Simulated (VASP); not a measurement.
SnO2, 3 atoms in the cell. The structure is trigonal, space group R-3m (No. 166). Conventional cell: a = 3.262 Å, b = 3.262 Å, c = 14.885 Å, α = 90.00°, β = 90.00°, γ = 120.00°. Within 2.8 Å of Sn (site symmetry -3m) lie 6 O at 2.10 Å. Within 2.8 Å of O (site symmetry 3m) lie 3 Sn at 2.10 Å and 3 O at 2.65 Å. 

| Item | Value |
| --- | --- |
| Program | VASP 6.6.1 |
| Task | single point |
| Functional | PBE |
| Potentials or basis | VASP PAW PBE potentials, release 64 (Sn_d, O) |
| Cutoff | 520 eV |
| k mesh | 12 × 12 × 12 |
| Occupations | gaussian, width 0.05 eV |
| Spin | no spin polarisation |
| Dipole correction | no |
| Further INCAR settings | ALGO = Normal; EDIFF = 1e-06; NBANDS = 20 |

Potentials or basis: VASP PAW PBE potentials, release 64 (Sn_d, O).

Command:

```console
$ cat potpaw_PBE.64/Sn_d/POTCAR potpaw_PBE.64/O/POTCAR > POTCAR
$ mpirun -np 1 vasp_std > vasp.out
```

Hardware: 1 thread of Intel Xeon 6975P-C, with other jobs on the host.

Problem. How long does it take, and how much memory?

Solution. Wall time 6.6 min on 1 thread of Intel Xeon 6975P-C, with other jobs on the host, peak memory 0.35 GiB. Counts: scf iterations 13, k points 189.
